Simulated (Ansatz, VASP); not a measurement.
**InSe in VASP and in Ansatz**

INCAR

```
  PREC = Accurate
  ENCUT = 520
  EDIFF = 1E-7
  ISMEAR = 0
  SIGMA = 0.05
  LREAL = F
  LASPH = T
  NELM = 80
  ALGO = Normal
  ISIF = 2
  LWAVE = F
  LCHARG = F
  GGA = PE
  NBANDS = 27
```

File KPOINTS:

```
regular mesh
0
Gamma
  8 8 6
```

The input POSCAR:

```
InSe
1.0
    5.7418854575     -2.0623790766     -0.1306417848
    5.7418854575      2.0623790766     -0.1306417848
   -1.6623467844      0.0000000000      5.4603689881
In Se
2 2
Direct
    0.8898328029      0.8898328029      0.0632303726
    0.1101671971      0.1101671971      0.9367696274
    0.6696329800      0.6696329800      0.6935576746
    0.3303670200      0.3303670200      0.3064423254
```

Input for Ansatz:

```yaml
crystal:
  lattice:
    - [5.7418854575, -2.0623790766, -0.1306417848]
    - [5.7418854575, 2.0623790766, -0.1306417848]
    - [-1.6623467844, 0.0, 5.4603689881]
  atoms:
    - { symbol: In, position: [0.8898328029, 0.8898328029, 0.0632303726] }
    - { symbol: In, position: [0.1101671971, 0.1101671971, 0.9367696274] }
    - { symbol: Se, position: [0.66963298, 0.66963298, 0.6935576746] }
    - { symbol: Se, position: [0.33036702, 0.33036702, 0.3064423254] }
basis:
  ecutwfc: 420
kpoints:
  mp_grid: { grid: [8, 8, 6] }
hamiltonian:
  xc: pbe
  pseudopotentials: { kind: paw, azcp: { folder: soft_1 } }
scf:
  occupations: { method: gaussian, width: 0.05 }
output:
  forces: true
  stress: true
  eigenvalues: true
```

Change from the starting cell: mode 4 frozen in at +0.054 Å and mode 10 at +0.000 Å (largest displacements).

Alike in both runs: task single point; functional PBE; k mesh 8 × 8 × 6; occupations gaussian, width 0.05 eV; no spin polarisation.

|  | VASP | Ansatz |
| --- | --- | --- |
| version | VASP 6.6.1 | Ansatz 0.2.0 |
| potentials or method | VASP PAW PBE potentials, release 64 (In_d, Se), cutoff 520 eV | scalar-relativistic, plane waves, PAW |
| valence electrons in the cell | 38 | 58 |

VASP gave:

| Quantity | Value |
| --- | --- |
| gap on the k mesh at the Fermi level (eV) | 1.03 |
| least direct gap on the mesh (eV) | 1.18 |
| pressure (GPa) | -0.2 |
| traceless stress, the component that is largest in VASP (GPa) | -0.17 |
| rms of the force components (eV/Å) | 0.041 |

**Question.** What did Ansatz give for the same quantities?

**Answer.** gap on the k mesh at the Fermi level (eV): 1.04; least direct gap on the mesh (eV): 1.18; pressure (GPa): -0.2; traceless stress, the component that is largest in VASP (GPa): -0.17; rms of the force components (eV/Å): 0.041.

Atom by atom the forces differ by 0.008 eV/Å (rms over components). VASP's potentials hold 38 valence electrons a cell and Ansatz's 58, so a difference there can come from the potentials and not from the codes.
